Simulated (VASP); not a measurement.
# BaTiO3 (Barioperovskite) (Amm2) in VASP: electric field gradients with PBE

Aim: the electric field gradients of BaTiO3 (Barioperovskite) with PBE.

Program: VASP 6.6.1. These are calculated values, not measurements. Logs are shortened: lines on timing, memory, paths and dates and some standing lists are left out, and cuts for length are marked.

### Step 1. The cell of the first run

Symmetry: Amm2, No. 38, orthorhombic system. Conventional cell: a = 3.984 Å, b = 5.674 Å, c = 5.692 Å, α = 90.00°, β = 90.00°, γ = 90.00°. Ba (site symmetry mm2) has 12 O at 2.80 to 2.89 Å and 8 Ti at 3.44 to 3.51 Å within 3.7 Å. Ti (site symmetry mm2) has 6 O at 1.95 to 2.07 Å within 2.6 Å. Within 2.6 Å of O (site symmetry mm2) lie 2 Ti at 1.99 Å. Within 2.6 Å of O (site symmetry m) lie 2 Ti at 1.95 to 2.07 Å.

### Step 2. Electric field gradients, PBE

INCAR

```
ALGO     = Normal         # electronic algorithm
EDIFF    = 1E-8           # SCF threshold, eV
ENCUT    = 520            # plane-wave cutoff, eV
GGA      = PE             # functional
ISIF     = 2              # what is computed and relaxed
ISMEAR   = -1             # smearing method
LASPH    = True           # aspherical terms in the spheres
LCHARG   = False          # write CHGCAR
LEFG     = True         
LREAL    = False          # projectors in reciprocal space
LWAVE    = False          # write WAVECAR
NBANDS   = 28             # bands
NELM     = 100            # most SCF steps
PREC     = Accurate       # precision mode
SIGMA    = 0.02           # smearing width, eV
```

KPOINTS

```
k-points
0
Gamma
  8 8 8
```

POSCAR

```
BaTiO3
1.0
    3.9841000000      0.0000000000      0.0000000000
    0.0000000000      2.8370500000      2.8458000000
    0.0000000000     -2.8370500000      2.8458000000
Ba Ti O
1 1 3
Direct
    0.0000000000      0.0000000000      0.0000000000
    0.5000000000      0.5079000000      0.5079000000
    0.0000000000      0.4921000000      0.4921000000
    0.5000000000      0.5025100000      0.9937100000
    0.5000000000      0.9937100000      0.5025100000
```

Potentials or basis: VASP PAW PBE potentials, release 64 (Ba_sv, Ti_sv, O).

Launch:

```bash
$ cat potpaw_PBE.64/Ba_sv/POTCAR potpaw_PBE.64/Ti_sv/POTCAR potpaw_PBE.64/O/POTCAR > POTCAR
$ mpirun -np 1 vasp_std > vasp.out
```

OUTCAR:

```text
EDIFF = 1E-8
   ENCUT = 520
   GGA = PE
   ISIF = 2
   ISMEAR = -1
   LASPH = True
   LREAL = False
   NELM = 100
   PREC = Accurate

 ion  position               nearest neighbor table
   1  0.000  0.000  0.000-   3 2.80   4 2.82   5 2.82   4 2.82   5 2.82   4 2.84   5 2.84   5 2.84
                             4 2.84   3 2.84   3 2.84   3 2.89   2 3.44   2 3.44   2 3.47   2 3.47
   2  0.500  0.508  0.508-   4 1.95   5 1.95   3 1.99   3 1.99   5 2.07   4 2.07   1 3.44   1 3.44
                             1 3.47   1 3.47   1 3.47   1 3.47   1 3.51   1 3.51
   3  0.000  0.492  0.492-   2 1.99   2 1.99   1 2.80   1 2.84   1 2.84   1 2.89
   4  0.500  0.503  0.994-   2 1.95   2 2.07   1 2.82   1 2.82   1 2.84   1 2.84
   5  0.500  0.994  0.503-   2 1.95   2 2.07   1 2.82   1 2.82   1 2.84   1 2.84

  LATTYP: Found a base centered orthorhombic cell.
 ALAT       =     5.6741000000
 B/A-ratio  =     1.0030841896
 C/A-ratio  =     0.7021554079

  Lattice vectors:

 A1 = (   0.0000000000,   2.8370500000,  -2.8458000000)
 A2 = (   0.0000000000,   2.8370500000,   2.8458000000)
 A3 = (   3.9841000000,   0.0000000000,   0.0000000000)

Analysis of symmetry for initial positions (statically):
=====================================================================
 Subroutine PRICEL returns:
 Original cell was already a primitive cell.

 Routine SETGRP: Setting up the symmetry group for a
 base centered orthorhombic supercell.

 Subroutine GETGRP returns: Found  4 space group operations
 (whereof  4 operations were pure point group operations)
 out of a pool of  8 trial point group operations.

The static configuration has the point symmetry C_2v.

Analysis of symmetry for dynamics (positions and initial velocities):
=====================================================================
 Subroutine PRICEL returns:
 Original cell was already a primitive cell.

 Routine SETGRP: Setting up the symmetry group for a
 base centered orthorhombic supercell.

 Subroutine GETGRP returns: Found  4 space group operations
 (whereof  4 operations were pure point group operations)
 out of a pool of  8 trial point group operations.

The dynamic configuration has the point symmetry C_2v.

 Subroutine INISYM returns: Found  4 space group operations
 (whereof  4 operations are pure point group operations),
 and found     1 'primitive' translations

----------------------------------------------------------------------------------------

                                     Primitive cell

  volume of cell :      64.3327

  direct lattice vectors                    reciprocal lattice vectors
     3.984100000  0.000000000  0.000000000     0.250997716  0.000000000  0.000000000
     0.000000000  2.837050000  2.845800000     0.000000000  0.176239404  0.175697519
     0.000000000 -2.837050000  2.845800000     0.000000000 -0.176239404  0.175697519

  length of vectors
     3.984100000  4.018386535  4.018386535     0.250997716  0.248857280  0.248857280

  position of ions in fractional coordinates (direct lattice)
     0.000000000  0.000000000  0.000000000
     0.500000000  0.507900000  0.507900000
     0.000000000  0.492100000  0.492100000
     0.500000000  0.502510000  0.993710000
     0.500000000  0.993710000  0.502510000

  ion indices of the primitive-cell ions
   primitive index   ion index
                 1           1
                 2           2
                 3           3
                 4           4
                 5           5

----------------------------------------------------------------------------------------

 KPOINTS: k-points

Automatic generation of k-mesh.
 Grid dimensions read from file:
 generate k-points for:    8    8    8

 Generating k-lattice:

  Cartesian coordinates                     Fractional coordinates (reciprocal lattice)
     0.031374714  0.000000000  0.000000000     0.125000000  0.000000000  0.000000000
     0.000000000  0.022029925  0.021962190     0.000000000  0.125000000  0.000000000
     0.000000000 -0.022029925  0.021962190     0.000000000  0.000000000  0.125000000

  Length of vectors
     0.031374714  0.031107160  0.031107160

  Shift w.r.t. Gamma in fractional coordinates (k-lattice)
     0.000000000  0.000000000  0.000000000

 Subroutine IBZKPT returns following result:
 ===========================================

 Found    105 irreducible k-points:

 Following reciprocal coordinates:
            Coordinates               Weight
  0.000000  0.000000  0.000000      1.000000
  0.125000  0.000000  0.000000      2.000000
  0.250000  0.000000  0.000000      2.000000
  0.375000  0.000000  0.000000      2.000000
  0.500000  0.000000  0.000000      1.000000
  0.000000  0.125000  0.000000      4.000000
[... 16 lines left out ...]
  0.250000  0.500000  0.000000      4.000000
  0.375000  0.500000  0.000000      4.000000
 [... further k-points ...]
   k-points           NKPTS =    105   k-points in BZ     NKDIM =    105   number of bands    NBANDS=     28
   number of dos      NEDOS =    301   number of ions     NIONS =      5
   total plane-waves  NPLWV =  27000
   dimension x,y,z NGX =    30 NGY =   30 NGZ =   30
   dimension x,y,z NGXF=    60 NGYF=   60 NGZF=   60
   ions per type =               1   1   3
   NGX,Y,Z   is equivalent  to a cutoff of  12.52, 12.41, 12.41 a.u.
   NGXF,Y,Z  is equivalent  to a cutoff of  25.04, 24.82, 24.82 a.u.
 SYSTEM =  unknown system
   PREC   = accura    normal or accurate (medium, high low for compatibility)
   ISTART =      0    job   : 0-new  1-cont  2-samecut
   ICHARG =      2    charge: 1-file 2-atom 10-const
   ISPIN  =      1    spin polarized calculation?
   LNONCOLLINEAR =      F non collinear calculations
   LSORBIT =      F    spin-orbit coupling
   LASPH  =      T    aspherical Exc in radial PAW
   ENCUT  =  520.0 eV  38.22 Ry    6.18 a.u.   7.41  7.47  7.47*2*pi/ulx,y,z
   NELM   =    100;   NELMIN=  2; NELMDL= -5     # of ELM steps
   EDIFF  = 0.1E-07   stopping-criterion for ELM
   LREAL  =      F    real-space projection
   EDIFFG = 0.1E-06   stopping-criterion for IOM
   NSW    =      0    number of steps for IOM
   IBRION =     -1    ionic relax: 0-MD 1-quasi-New 2-CG
   NFREE  =      0    steps in history (QN), initial steepest desc. (CG)
   ISIF   =      2    stress and relaxation
   ISYM   =      2    0-nonsym 1-usesym 2-fastsym
   POTIM  = 0.5000    time-step for ionic-motion
   TEBEG  =    0.0;   TEEND  =   0.0 temperature during run
   PSTRESS=    0.0 pullay stress
   NELECT =      40.0000    total number of electrons
   NUPDOWN=      -1.0000    fix difference up-down
   EMIN   =  10.00;   EMAX   =-10.00  energy-range for DOS
   EFERMI =   0.00;   METHOD = LEGACY
   ISMEAR =    -1;   SIGMA  =   0.02  broadening in eV -4-tet -1-fermi 0-gaus
   EFERMI_NEDOS =   21; number of points for ismear=-14 and -15
   IALGO  =     38    algorithm
   IMIX   =      4    mixing-type and parameters
     AMIX     =   0.40;   BMIX     =  1.00
     AMIX_MAG =   1.60;   BMIX_MAG =  1.00
  volume/ion in A,a.u.               =      12.87        86.83
  Fermi-wavevector in a.u.,A,eV,Ry     =   1.397283  2.640482 26.564002  1.952399
  Thomas-Fermi vector in A             =   2.520554
   LORBIT       =      0    0 simple, 1 ext, 2 COOP (PROOUT), +10 PAW based schemes
   GGA     = PE    functional components
   LHFCALC =     F    Hartree Fock is set to
   AEXX    =    0.0000 exact exchange contribution
   IVDW    =     0    specifies the selected vdW correction
   LEPSILON=     F    determine dielectric tensor
   LRPA    =     F    only Hartree local field effects (RPA)
 non-spin polarized calculation
  energy-cutoff  :      520.00
  volume of cell :       64.33
 maximum number of plane-waves:      1761
 NGX is ok and might be reduce to    30
   NGX = 15   NGY = 15   NGZ = 15

 number of electron      39.9999994 magnetization

 Free energy of the ion-electron system (eV)
  ---------------------------------------------------
  ext. energy  EPLUGINS =         0.00000000
  ---------------------------------------------------
  free energy    TOTEN  =       -39.97447688 eV

  energy without entropy =      -39.97447688  energy(sigma->0) =      -39.97447688

 E-fermi :   4.3554     XC(G=0): -11.2403

 val. band max:        3.8099872480   @ k =   0.5000   0.5000   0.5000
 cond. band min:       5.6015791086   @ k =   0.0000   0.0000   0.0000
 fundamental gap:      1.7915918606
 Fermi energy:         4.3553870446

 k-point     1 :       0.0000    0.0000    0.0000
  band No.  band energies     occupation
      1     -52.8036      2.00000
      2     -29.0212      2.00000
      3     -29.0192      2.00000
      4     -29.0147      2.00000
      5     -21.0183      2.00000
      6     -13.0777      2.00000
[... 20 lines left out ...]
     27       8.8990      0.00000
     28      11.1457      0.00000

 k-point     2 :       0.1250    0.0000    0.0000
  band No.  band energies     occupation
      1     -52.8034      2.00000
      2     -29.0229      2.00000
      3     -29.0209      2.00000
      4     -29.0188      2.00000
      5     -21.0008      2.00000
      6     -13.0797      2.00000
[... 20 lines left out ...]
     27       9.1968      0.00000
     28      11.5264      0.00000

 k-point     3 :       0.2500    0.0000    0.0000
  band No.  band energies     occupation
      1     -52.8030      2.00000
      2     -29.0424      2.00000
      3     -29.0201      2.00000
      4     -29.0181      2.00000
      5     -20.9580      2.00000
      6     -13.1348      2.00000
[... 616 lines left out ...]
      3     -29.0398      2.00000
      4     -29.0172      2.00000
      5     -20.8635      2.00000
      6     -13.0390      2.00000
[... 20 lines left out ...]
     27      12.3843      0.00000
     28      12.5049      0.00000

 k-point    24 :       0.3750    0.5000    0.0000
  band No.  band energies     occupation
      1     -52.8017      2.00000
      2     -29.0671      2.00000
      3     -29.0587      2.00000
      4     -29.0165      2.00000
      5     -20.8351      2.00000
      6     -12.8175      2.00000
[... 20 lines left out ...]
     27      11.8491      0.00000
     28      13.4018      0.00000

 [... further k-points ...]
[... 5 lines left out ...]
  --------------------------------------------------------------------------------------
  -------------------------------------------------------------------------------------
  Total        1.7638326      1.4853834      1.1971381      0.0000000      0.0000000      0.0000000
  in kB       43.9274875     36.9928291     29.8142053      0.0000000      0.0000000      0.0000000
  external PRESSURE =      36.9115073 kB  Pullay stress =       0.0000000 kB

 VOLUME and BASIS-vectors are now :
 -----------------------------------------------------------------------------
  energy-cutoff  :      520.00
  volume of cell :       64.33
      direct lattice vectors                 reciprocal lattice vectors
     3.984100000  0.000000000  0.000000000     0.250997716  0.000000000  0.000000000
     0.000000000  2.837050000  2.845800000     0.000000000  0.176239404  0.175697519
     0.000000000 -2.837050000  2.845800000     0.000000000 -0.176239404  0.175697519

 POSITION                                       TOTAL-FORCE (eV/Angst)
 -----------------------------------------------------------------------------------
      0.00000      0.00000      0.00000         0.000000      0.000000      0.087009
      1.99205      0.00000      2.89076         0.000000      0.000000      0.178040
      0.00000      0.00000      2.80084         0.000000      0.000000      0.097677
      1.99205     -1.39356      4.25794         0.000000     -0.002635     -0.181363
      1.99205      1.39356      4.25794         0.000000      0.002635     -0.181363
 -----------------------------------------------------------------------------------
    total drift:                                0.000000     -0.000000     -0.000119

  FREE ENERGIE OF THE ION-ELECTRON SYSTEM (eV)
  ---------------------------------------------------
  free  energy   TOTEN  =       -39.9744768821 eV

  energy  without entropy=      -39.9744768821  energy(sigma->0) =      -39.97447688

 Electric field gradients (V/A^2)
---------------------------------------------------------------------
 ion       V_xx      V_yy      V_zz      V_xy      V_xz      V_yz
---------------------------------------------------------------------
   1       0.676    -1.339     0.663    -0.000     0.000    -0.000
   2      -5.876     3.100     2.775     0.000    -0.000    -0.000
   3      24.236   -11.691   -12.545    -0.000     0.000    -0.000
   4     -13.141     6.071     7.070     0.000     0.000   -18.269
   5     -13.141     6.071     7.070    -0.000     0.000    18.269
---------------------------------------------------------------------

 Electric field gradients after diagonalization (V/A^2)
 (convention: |V_zz| > |V_xx| > |V_yy|)
----------------------------------------------------------------------
 ion       V_xx      V_yy      V_zz     asymmetry (V_yy - V_xx)/ V_zz
----------------------------------------------------------------------
   1       0.676     0.663    -1.339       0.010
   2       3.100     2.775    -5.876       0.055
   3     -12.545   -11.691    24.236       0.035
   4     -13.141   -11.705    24.846       0.058
   5     -13.141   -11.705    24.846       0.058
----------------------------------------------------------------------

           NMR quadrupolar parameters

 Cq : quadrupolar parameter    Cq=e*Q*V_zz/h
 eta: asymmetry parameters     (V_yy - V_xx)/ V_zz
 Q  : nuclear electric quadrupole moment in mb (millibarn)
----------------------------------------------------------------------
 ion       Cq(MHz)       eta       Q (mb)
----------------------------------------------------------------------
   1      -0.003       0.010       1.000
   2      -0.014       0.055       1.000
   3       0.059       0.035       1.000
   4       0.060       0.058       1.000
   5       0.060       0.058       1.000
----------------------------------------------------------------------
```

Run time: 2.8 min. Hardware: 1 thread of Intel Xeon 6975P-C, shared host; peak memory 0.31 GiB.

Results:

* Free energy: -39.9745 eV
* Pressure: 3.7 GPa
* Largest force: 0.181 eV/Å
* Band gap on the k mesh: 1.79 eV, indirect (least direct gap 1.97 eV)

Forces in eV/Å, atoms in the order of the input:
```
Ba   0.000  0.000  0.087
Ti   0.000  0.000  0.178
O    0.000  0.000  0.098
O    0.000 -0.003 -0.181
O    0.000  0.003 -0.181
```

Electric field gradients, principal values (V/Å²):
| atom | least | middle | greatest (by size) |
| --- | --- | --- | --- |
| 1 Ba | 0.663 | 0.676 | -1.339 |
| 2 Ti | 2.775 | 3.100 | -5.876 |
| 3 O | -11.691 | -12.545 | 24.236 |
| 4 O | -11.705 | -13.141 | 24.846 |
| 5 O | -11.705 | -13.141 | 24.846 |

Caveat: without QUAD_EFG the Cq values of the log hold for a quadrupole moment of 1 mb, not for the nuclei; spin-orbit coupling is left out, which moves the levels of the heavy elements.
